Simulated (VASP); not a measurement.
Ga:

```
CELL_PARAMETERS angstrom
-1.69835 1.69835 1.69835
1.69835 -1.69835 1.69835
1.69835 1.69835 -1.69835
ATOMIC_POSITIONS crystal
Ga 0.00000 0.00000 0.00000
```

```yaml
Program: VASP 6.6.1
Task: relaxation of cell and atoms
Functional: r2SCAN
Potentials_or_basis: VASP PAW PBE potentials, release 64 (Ga_d)
Cutoff: 600 eV
k_mesh: 13 × 13 × 13
Occupations: fermi-dirac, width 0.1 eV
Spin: no spin polarisation
```

At the start: pressure -3.7 GPa; volume 19.59 Å³/atom.

Task: Where does the relaxation end?

Result: Over 3 steps the energy falls by 18.1 meV/atom and the volume is 18.18 Å³/atom (-7.2 %); space group Im-3m (No. 229, to 0.05 Å).

The path:
| step | energy change (eV) | largest force (eV/Å) | pressure (GPa) | volume (Å³) |
| --- | --- | --- | --- | --- |
| 1 | 0.0000 | 0.0000 | -3.72 | 19.59 |
| 2 | -0.0178 | 0.0000 | -0.51 | 18.33 |
| 3 | -0.0181 | 0.0000 | -0.02 | 18.18 |

Final structure:
```xyz
1
Lattice="-1.6565 1.6565 1.6565 1.6565 -1.6565 1.6565 1.6565 1.6565 -1.6565" Properties=species:S:1:pos:R:3 pbc="T T T"
Ga    0.0000    0.0000    0.0000
```

Caveat: the PAW data sets were made with another functional, which shifts forces and pressure a little.
